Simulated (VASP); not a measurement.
# MnCl3 (Pm-3m) in VASP: a series of runs

MnCl3 is run at these levels: PBEsol; tasks: single point.

Program: VASP 6.6.1. These are calculated values, not measurements. Logs are shortened: lines on timing, memory, paths and dates and some standing lists are left out, and cuts for length are marked.

**1. The cell of the first run**

Symmetry: Pm-3m, No. 221, cubic system. The conventional cell has a = 4.600 Å, b = 4.600 Å, c = 4.600 Å, α = 90.00°, β = 90.00°, γ = 90.00°. Within 3.0 Å of Mn (site symmetry m-3m) lie 6 Cl at 2.30 Å. Within 3.0 Å of Cl (site symmetry 4/mmm) lie 2 Mn at 2.30 Å.

**2. Single point, PBEsol, collinear spin, ferromagnetic start (24.33 Å³/atom)**

Input file INCAR:

```
SYSTEM = MnCl3
ALGO = Normal
EDIFF = 1E-6
ENCUT = 520
GGA = PS
ISIF = 2
ISMEAR = 0
ISPIN = 2
LASPH = .TRUE.
LCHARG = .TRUE.
LELF = .TRUE.
LMAXMIX = 4
LORBIT = 11
LREAL = .FALSE.
LVHAR = .TRUE.
LWAVE = .FALSE.
MAGMOM = 3.79 0 0 0
NBANDS = 29
NELM = 150
PREC = Accurate
SIGMA = 0.05
```

Input file KPOINTS:

```
k-points
0
G
  6 6 6
  0 0 0
```

Input file POSCAR:

```
MnCl3
1.0
    4.5998586218      0.0000000000      0.0000000000
    0.0000000000      4.5998586218      0.0000000000
    0.0000000000      0.0000000000      4.5998586218
Mn Cl
1 3
Direct
    0.0000000000      0.0000000000      0.0000000000
    0.5000000000      0.0000000000      0.0000000000
    0.0000000000      0.0000000000      0.5000000000
    0.0000000000      0.5000000000      0.0000000000
```

Potentials or basis: VASP PAW PBE potentials, release 64 (Mn_pv, Cl).

Run with:

```console
cat potpaw_PBE.64/Mn_pv/POTCAR potpaw_PBE.64/Cl/POTCAR > POTCAR
mpirun -np 1 vasp_std > vasp.out
```

OUTCAR:

```text
SYSTEM = MnCl3
   EDIFF = 1E-6
   ENCUT = 520
   GGA = PS
   ISIF = 2
   ISMEAR = 0
   ISPIN = 2
   LASPH = .TRUE.
   LORBIT = 11
   LREAL = .FALSE.
   NELM = 150
   PREC = Accurate

 ion  position               nearest neighbor table
   1  0.000  0.000  0.000-   2 2.30   3 2.30   4 2.30   3 2.30   4 2.30   2 2.30
   2  0.500  0.000  0.000-   1 2.30   1 2.30
   3  0.000  0.000  0.500-   1 2.30   1 2.30
   4  0.000  0.500  0.000-   1 2.30   1 2.30

  LATTYP: Found a simple cubic cell.
 ALAT       =     4.5998586218

  Lattice vectors:

 A1 = (   4.5998586218,   0.0000000000,   0.0000000000)
 A2 = (   0.0000000000,   4.5998586218,   0.0000000000)
 A3 = (   0.0000000000,   0.0000000000,   4.5998586218)

Analysis of symmetry for initial positions (statically):
=====================================================================
 Subroutine PRICEL returns:
 Original cell was already a primitive cell.

 Routine SETGRP: Setting up the symmetry group for a
 simple cubic supercell.

 Subroutine GETGRP returns: Found 48 space group operations
 (whereof 48 operations were pure point group operations)
 out of a pool of 48 trial point group operations.

The static configuration has the point symmetry O_h .

Analysis of symmetry for dynamics (positions and initial velocities):
=====================================================================
 Subroutine PRICEL returns:
 Original cell was already a primitive cell.

 Routine SETGRP: Setting up the symmetry group for a
 simple cubic supercell.

 Subroutine GETGRP returns: Found 48 space group operations
 (whereof 48 operations were pure point group operations)
 out of a pool of 48 trial point group operations.

The dynamic configuration has the point symmetry O_h .

Analysis of structural, dynamic, and magnetic symmetry:
=====================================================================
 Subroutine PRICEL returns:
 Original cell was already a primitive cell.

 Routine SETGRP: Setting up the symmetry group for a
 simple cubic supercell.

 Subroutine GETGRP returns: Found 48 space group operations
 (whereof 48 operations were pure point group operations)
 out of a pool of 48 trial point group operations.

The overall configuration has the point symmetry O_h .

 Subroutine INISYM returns: Found 48 space group operations
 (whereof 48 operations are pure point group operations),
 and found     1 'primitive' translations

----------------------------------------------------------------------------------------

                                     Primitive cell

  volume of cell :      97.3270

  direct lattice vectors                    reciprocal lattice vectors
     4.599858622  0.000000000  0.000000000     0.217397986  0.000000000  0.000000000
     0.000000000  4.599858622  0.000000000     0.000000000  0.217397986  0.000000000
     0.000000000  0.000000000  4.599858622     0.000000000  0.000000000  0.217397986

  length of vectors
     4.599858622  4.599858622  4.599858622     0.217397986  0.217397986  0.217397986

  position of ions in fractional coordinates (direct lattice)
     0.000000000  0.000000000  0.000000000
     0.500000000  0.000000000  0.000000000
     0.000000000  0.000000000  0.500000000
     0.000000000  0.500000000  0.000000000

  ion indices of the primitive-cell ions
   primitive index   ion index
                 1           1
                 2           2
                 3           3
                 4           4

----------------------------------------------------------------------------------------

 KPOINTS: k-points

Automatic generation of k-mesh.
 Grid dimensions read from file:
 generate k-points for:    6    6    6

 Generating k-lattice:

  Cartesian coordinates                     Fractional coordinates (reciprocal lattice)
     0.036232998  0.000000000  0.000000000     0.166666667  0.000000000  0.000000000
     0.000000000  0.036232998  0.000000000     0.000000000  0.166666667  0.000000000
     0.000000000  0.000000000  0.036232998     0.000000000  0.000000000  0.166666667

  Length of vectors
     0.036232998  0.036232998  0.036232998

  Shift w.r.t. Gamma in fractional coordinates (k-lattice)
     0.000000000  0.000000000  0.000000000

 Subroutine IBZKPT returns following result:
 ===========================================

 Found     20 irreducible k-points:

 Following reciprocal coordinates:
            Coordinates               Weight
  0.000000  0.000000  0.000000      1.000000
  0.166667  0.000000  0.000000      6.000000
  0.333333  0.000000  0.000000      6.000000
  0.500000  0.000000  0.000000      3.000000
  0.166667  0.166667  0.000000     12.000000
  0.333333  0.166667  0.000000     24.000000
[... 12 lines left out ...]
  0.500000  0.500000  0.333333      6.000000
  0.500000  0.500000  0.500000      1.000000
   k-points           NKPTS =     20   k-points in BZ     NKDIM =     20   number of bands    NBANDS=     29
   number of dos      NEDOS =    301   number of ions     NIONS =      4
   total plane-waves  NPLWV =  46656
   dimension x,y,z NGX =    36 NGY =   36 NGZ =   36
   dimension x,y,z NGXF=    72 NGYF=   72 NGZF=   72
   ions per type =               1   3
   NGX,Y,Z   is equivalent  to a cutoff of  13.01, 13.01, 13.01 a.u.
   NGXF,Y,Z  is equivalent  to a cutoff of  26.02, 26.02, 26.02 a.u.
 SYSTEM =  MnCl3
   PREC   = accura    normal or accurate (medium, high low for compatibility)
   ISTART =      0    job   : 0-new  1-cont  2-samecut
   ICHARG =      2    charge: 1-file 2-atom 10-const
   ISPIN  =      2    spin polarized calculation?
   LNONCOLLINEAR =      F non collinear calculations
   LSORBIT =      F    spin-orbit coupling
   LASPH  =      T    aspherical Exc in radial PAW
   ENCUT  =  520.0 eV  38.22 Ry    6.18 a.u.   8.55  8.55  8.55*2*pi/ulx,y,z
   NELM   =    150;   NELMIN=  2; NELMDL= -5     # of ELM steps
   EDIFF  = 0.1E-05   stopping-criterion for ELM
   LREAL  =      F    real-space projection
[... 7 lines left out ...]
   TEBEG  =    0.0;   TEEND  =   0.0 temperature during run
   PSTRESS=    0.0 pullay stress
   NELECT =      34.0000    total number of electrons
   NUPDOWN=      -1.0000    fix difference up-down
   EMIN   =  10.00;   EMAX   =-10.00  energy-range for DOS
   EFERMI =   0.00;   METHOD = LEGACY
   ISMEAR =     0;   SIGMA  =   0.05  broadening in eV -4-tet -1-fermi 0-gaus
   EFERMI_NEDOS =   21; number of points for ismear=-14 and -15
   IALGO  =     38    algorithm
   IMIX   =      4    mixing-type and parameters
     AMIX     =   0.40;   BMIX     =  1.00
     AMIX_MAG =   1.60;   BMIX_MAG =  1.00
  volume/ion in A,a.u.               =      24.33       164.20
  Fermi-wavevector in a.u.,A,eV,Ry     =   1.152984  2.178824 18.087209  1.329372
  Thomas-Fermi vector in A             =   2.289631
   LORBIT       =     11    0 simple, 1 ext, 2 COOP (PROOUT), +10 PAW based schemes
   GGA     = PS    functional components
   LHFCALC =     F    Hartree Fock is set to
   AEXX    =    0.0000 exact exchange contribution
   IVDW    =     0    specifies the selected vdW correction
   LEPSILON=     F    determine dielectric tensor
   LRPA    =     F    only Hartree local field effects (RPA)
 spin polarized calculation
 Gauss-broadening in eV      SIGMA  =   0.05
  energy-cutoff  :      520.00
  volume of cell :       97.33
 maximum number of plane-waves:      2638
 NGX is ok and might be reduce to    36
   NGX = 17   NGY = 17   NGZ = 17

 number of electron      34.0000018 magnetization       3.9999473

 Free energy of the ion-electron system (eV)
  ---------------------------------------------------
  ext. energy  EPLUGINS =         0.00000000
  ---------------------------------------------------
  free energy    TOTEN  =       -18.78386027 eV

  energy without entropy =      -18.78209663  energy(sigma->0) =      -18.78297845

 E-fermi :   0.8248     XC(G=0):  -8.4855

 val. band max:        0.8098403198   @ k =   0.3333   0.3333   0.1667
 cond. band min:       1.2080498673   @ k =   0.3333   0.1667   0.0000
 fundamental gap:      0.3982095475
 Fermi energy:         0.8247704736

 spin component 1

 k-point     1 :       0.0000    0.0000    0.0000
  band No.  band energies     occupation
      1     -49.1745      1.00000
      2     -49.1745      1.00000
      3     -49.1745      1.00000
      4     -14.4777      1.00000
      5     -13.1384      1.00000
      6     -13.1384      1.00000
[... 21 lines left out ...]
     28      15.2859      0.00000
     29      15.2859      0.00000
[... 577 lines left out ...]
 k-point    20 :       0.5000    0.5000    0.5000
  band No.  band energies     occupation
      1     -49.1751      1.00000
      2     -49.1751      1.00000
      3     -49.1751      1.00000
      4     -13.3619      1.00000
      5     -13.3619      1.00000
      6     -13.3619      1.00000
[... 21 lines left out ...]
     28      13.5384      0.00000
     29      13.5402      0.00000
 Fermi energy:         0.8247704736

 spin component 2

 k-point     1 :       0.0000    0.0000    0.0000
  band No.  band energies     occupation
      1     -45.3158      1.00000
      2     -45.3158      1.00000
      3     -45.3158      1.00000
      4     -14.3435      1.00000
      5     -13.0050      1.00000
      6     -13.0050      1.00000
[... 21 lines left out ...]
     28      15.3830      0.00000
     29      15.3830      0.00000
[... 577 lines left out ...]
 k-point    20 :       0.5000    0.5000    0.5000
  band No.  band energies     occupation
      1     -45.3168      1.00000
      2     -45.3168      1.00000
      3     -45.3168      1.00000
      4     -13.2576      1.00000
      5     -13.2576      1.00000
      6     -13.2576      1.00000
[... 21 lines left out ...]
     28      13.8000      0.00000
     29      13.8175      0.00000

------------------------ aborting loop because EDIFF is reached ----------------------------------------

  FORCE on cell =-STRESS in cart. coord.  units (eV):
  Direction    XX          YY          ZZ          XY          YZ          ZX
  --------------------------------------------------------------------------------------
  -------------------------------------------------------------------------------------
  Total        1.3710260      1.3710260      1.3710260     -0.0000000      0.0000000     -0.0000000
  in kB       22.5695467     22.5695467     22.5695467     -0.0000000      0.0000000     -0.0000000
  external PRESSURE =      22.5695467 kB  Pullay stress =       0.0000000 kB

 VOLUME and BASIS-vectors are now :
 -----------------------------------------------------------------------------
  energy-cutoff  :      520.00
  volume of cell :       97.33
      direct lattice vectors                 reciprocal lattice vectors
     4.599858622  0.000000000  0.000000000     0.217397986  0.000000000  0.000000000
     0.000000000  4.599858622  0.000000000     0.000000000  0.217397986  0.000000000
     0.000000000  0.000000000  4.599858622     0.000000000  0.000000000  0.217397986

 POSITION                                       TOTAL-FORCE (eV/Angst)
 -----------------------------------------------------------------------------------
      0.00000      0.00000      0.00000         0.000000      0.000000      0.000000
      2.29993      0.00000      0.00000         0.000000      0.000000      0.000000
      0.00000      0.00000      2.29993         0.000000      0.000000      0.000000
      0.00000      2.29993      0.00000         0.000000      0.000000      0.000000
 -----------------------------------------------------------------------------------
    total drift:                                0.000000     -0.000000     -0.000000

  FREE ENERGIE OF THE ION-ELECTRON SYSTEM (eV)
  ---------------------------------------------------
  free  energy   TOTEN  =       -18.7838602694 eV

  energy  without entropy=      -18.7820966296  energy(sigma->0) =      -18.78297845

 total charge

# of ion       s       p       d       tot
------------------------------------------
    1        0.267   6.275   4.925  11.467
    2        1.590   3.509   0.000   5.099
    3        1.590   3.509   0.000   5.099
    4        1.590   3.509   0.000   5.099
--------------------------------------------------
tot          5.038  16.801   4.925  26.764

 magnetization (x)

# of ion       s       p       d       tot
------------------------------------------
    1        0.028   0.029   3.535   3.591
    2        0.009   0.043   0.000   0.052
    3        0.009   0.043   0.000   0.052
    4        0.009   0.043   0.000   0.052
--------------------------------------------------
tot          0.055   0.159   3.535   3.748
```

It took 2.5 min on 1 thread of Intel Xeon 8259CL, shared host; peak memory 0.28 GiB.

Results:

- Free energy: -18.7839 eV
- Pressure: 2.3 GPa
- Band gap on the k mesh: zero (filled and empty bands overlap)
- Net moment: 4.00 μB per cell
- Site moments: Mn +3.59; Cl +0.05 μB
- Valence electrons inside the program's atomic spheres: Mn 11.47; Cl 5.10

Caveat: the PAW data sets were made with another functional, which shifts forces and pressure a little; a cell with one magnetic atom can't hold antiferromagnetic order, which such compounds often take; semilocal functionals often make such compounds metallic where correlation or magnetic order opens a gap, which also shifts bond lengths. With open d or f shells a metallic result of PBEsol can be an artefact of self-interaction; +U or a hybrid may open a gap.

**3. Single point, PBEsol, collinear spin, ferromagnetic start (24.84 Å³/atom)**

This run uses another cell than the first one, of 24.84 Å³/atom.

Input file INCAR:

```
SYSTEM = MnCl3
  ALGO = Normal
  EDIFF = 1E-7
  ENCUT = 520
  GGA = PS
  ISIF = 2
  ISMEAR = 0
  ISPIN = 2
  LASPH = .True.
  LCHARG = .True.
  LELF = .True.
  LMAXMIX = 4
  LORBIT = 11
  LREAL = .False.
  LVHAR = .True.
  LWAVE = .False.
  MAGMOM = 3.83 0 0 0
  NBANDS = 29
  NELM = 150
  PREC = Accurate
  SIGMA = 0.05
```

Input file KPOINTS:

```
k-points
0
Gamma
  6 6 6
  0 0 0
```

Input file POSCAR:

```
MnCl3
1.0
    4.6315827872      0.0000000000      0.0000000000
    0.0000000000      4.6315827872      0.0000000000
    0.0000000000      0.0000000000      4.6315827872
Mn Cl
1 3
Direct
    0.0000000000      0.0000000000      0.0000000000
    0.5000000000      0.0000000000      0.0000000000
    0.0000000000      0.0000000000      0.5000000000
    0.0000000000      0.5000000000      0.0000000000
```

Potentials or basis: VASP PAW PBE potentials, release 64 (Mn_pv, Cl).

Run with:

```console
cat potpaw_PBE.64/Mn_pv/POTCAR potpaw_PBE.64/Cl/POTCAR > POTCAR
mpirun -np 1 vasp_std > vasp.out
```

Wall time 3.1 min (1 thread of Intel Xeon 8259CL, shared host); peak memory 0.28 GiB.

It converged, with:

- Free energy: -18.8057 eV
- Pressure: 1.1 GPa
- Band gap on the k mesh: zero (filled and empty bands overlap)
- Net moment: 4.00 μB per cell
- Site moments: Mn +3.61; Cl +0.05 μB
- Valence electrons inside the program's atomic spheres: Mn 11.43; Cl 5.09

Levels at points of the mesh, in eV from the Fermi level:
Spin up:
| k point | band 15 | band 16 | band 17 | band 18 | band 19 | band 20 | band 21 | band 22 | band 23 | band 24 |
| --- | --- | --- | --- | --- | --- | --- | --- | --- | --- | --- |
| (0.00, 0.00, 0.00) | -1.28 | -1.28 | -1.28 | -0.96 | -0.96 | -0.96 | 4.40 | 6.29 | 9.31 | 9.31 |
| (0.50, 0.00, 0.00) | -1.52 | -1.07 | -1.07 | -0.64 | -0.64 | -0.13 | 7.76 | 8.40 | 8.45 | 10.28 |
| (0.50, 0.50, 0.00) | -1.14 | -0.97 | -0.62 | -0.62 | -0.25 | 2.18 | 8.73 | 8.73 | 8.96 | 9.81 |
| (0.50, 0.50, 0.50) | -0.95 | -0.24 | -0.24 | -0.24 | 2.20 | 2.20 | 6.86 | 7.47 | 7.47 | 7.47 |
Spin down:
```
           k point  band 12  band 13  band 14  band 15  band 16  band 17  band 18  band 19
(0.00, 0.00, 0.00)    -1.14    -0.86    -0.86    -0.86     0.85     0.85     0.85     1.27
(0.50, 0.00, 0.00)    -2.17    -1.38    -0.96    -0.96     0.86     1.27     1.96     1.96
(0.50, 0.50, 0.00)    -2.13    -1.77    -1.77    -0.11     1.67     1.97     1.97     2.20
(0.50, 0.50, 0.50)    -3.51    -0.09    -0.09    -0.09     2.21     2.21     2.21     4.34
```

Caveat: the PAW data sets were made with another functional, which shifts forces and pressure a little; a cell with one magnetic atom can't hold antiferromagnetic order, which such compounds often take; semilocal functionals often make such compounds metallic where correlation or magnetic order opens a gap, which also shifts bond lengths.

**4. Single point, PBEsol, collinear spin, ferromagnetic start (26.36 Å³/atom)**

This run uses another cell than the first one, of 26.36 Å³/atom.

Input file INCAR:

```
SYSTEM = MnCl3
ALGO     = Normal         ! electronic algorithm
EDIFF    = 1E-6           ! SCF threshold, eV
ENCUT    = 520            ! plane-wave cutoff, eV
GGA      = PS             ! functional
ISIF     = 2              ! what is computed and relaxed
ISMEAR   = 0              ! smearing method
ISPIN    = 2              ! spin polarisation
LASPH    = .TRUE.         ! aspherical terms in the spheres
LCHARG   = .FALSE.        ! write CHGCAR
LMAXMIX  = 4              ! l up to which the mixer works
LORBIT   = 11             ! projections on sites
LREAL    = .FALSE.        ! projectors in reciprocal space
LWAVE    = .FALSE.        ! write WAVECAR
MAGMOM   = 3.86 0 0 0     ! initial moments
NBANDS   = 29             ! bands
NELM     = 150            ! most SCF steps
PREC     = Accurate       ! precision mode
SIGMA    = 0.05           ! smearing width, eV
```

Input file KPOINTS:

```
k-points
0
G
  6 6 6
  0 0 0
```

Input file POSCAR:

```
MnCl3
1.0
    4.7242389122      0.0000000000      0.0000000000
    0.0000000000      4.7242389122      0.0000000000
    0.0000000000      0.0000000000      4.7242389122
Mn Cl
1 3
Direct
    0.0000000000      0.0000000000      0.0000000000
    0.5000000000      0.0000000000      0.0000000000
    0.0000000000      0.0000000000      0.5000000000
    0.0000000000      0.5000000000      0.0000000000
```

Run with:

```console
cat potpaw_PBE.64/Mn_pv/POTCAR potpaw_PBE.64/Cl/POTCAR > POTCAR
mpirun -np 1 vasp_std > vasp.out
```

Wall time 3.1 min (1 thread of Intel Xeon 8259CL, shared host); peak memory 0.28 GiB.

It converged, with:

```yaml
Free_energy: -18.7918 eV
Pressure: -1.7 GPa
Net_moment: 4.06 μB per cell
Site_moments: Mn +3.69; Cl +0.04 μB
Valence_electrons_inside_the_program's_atomic_spheres: Mn 11.35; Cl 5.08
```

Levels at points of the mesh, in eV from the Fermi level:
Spin up:
```csv
k point,band 16,band 17,band 18,band 19,band 20,band 21,band 22,band 23
"(0.00, 0.00, 0.00)",-1.08,-1.08,-0.81,-0.81,-0.81,4.18,6.43,9.50
"(0.50, 0.00, 0.00)",-0.91,-0.91,-0.57,-0.57,-0.21,7.38,8.48,8.56
"(0.50, 0.50, 0.00)",-0.92,-0.56,-0.56,-0.15,1.97,8.61,8.61,9.10
"(0.50, 0.50, 0.50)",-0.15,-0.15,-0.15,1.98,1.98,7.18,7.42,7.42
```
Spin down:
```
           k point  band 13  band 14  band 15  band 16  band 17  band 18
(0.00, 0.00, 0.00)    -0.73    -0.73    -0.73     1.08     1.08     1.08
(0.50, 0.00, 0.00)    -1.16    -0.80    -0.80     1.10     1.40     2.05
(0.50, 0.50, 0.00)    -1.52    -1.52    -0.02     1.75     2.05     2.05
(0.50, 0.50, 0.50)    -0.01    -0.01    -0.01     2.29     2.29     2.29
```

Caveat: the PAW data sets were made with another functional, which shifts forces and pressure a little; a cell with one magnetic atom can't hold antiferromagnetic order, which such compounds often take; semilocal functionals often make such compounds metallic where correlation or magnetic order opens a gap, which also shifts bond lengths. With open d or f shells a metallic result of PBEsol can be an artefact of self-interaction; +U or a hybrid may open a gap.

**5. Summary**

```csv
cell,gap on the mesh (eV),pressure (GPa),moment (μB)
"a = 4.600 Å, 4 atoms",none,2.3,4.00
"a = 4.632 Å, 4 atoms",none,1.1,4.00
"a = 4.724 Å, 4 atoms",none,-1.7,4.06
```

Alike in all rows: task single point; level PBEsol; potentials or basis VASP PAW PBE potentials, release 64 (Mn_pv, Cl); spin collinear, ferromagnetic start; k mesh 6 × 6 × 6; cutoff (eV) 520; smearing gaussian 0.05 eV.

Caveats: the PAW data sets were made with another functional, which shifts forces and pressure a little; a cell with one magnetic atom can't hold antiferromagnetic order, which such compounds often take; semilocal functionals often make such compounds metallic where correlation or magnetic order opens a gap, which also shifts bond lengths.

Total energies depend on the potentials used, so only differences within one code and one set of settings carry meaning.

The gap in the log of VASP goes by the Fermi energy; the results here count the filled bands.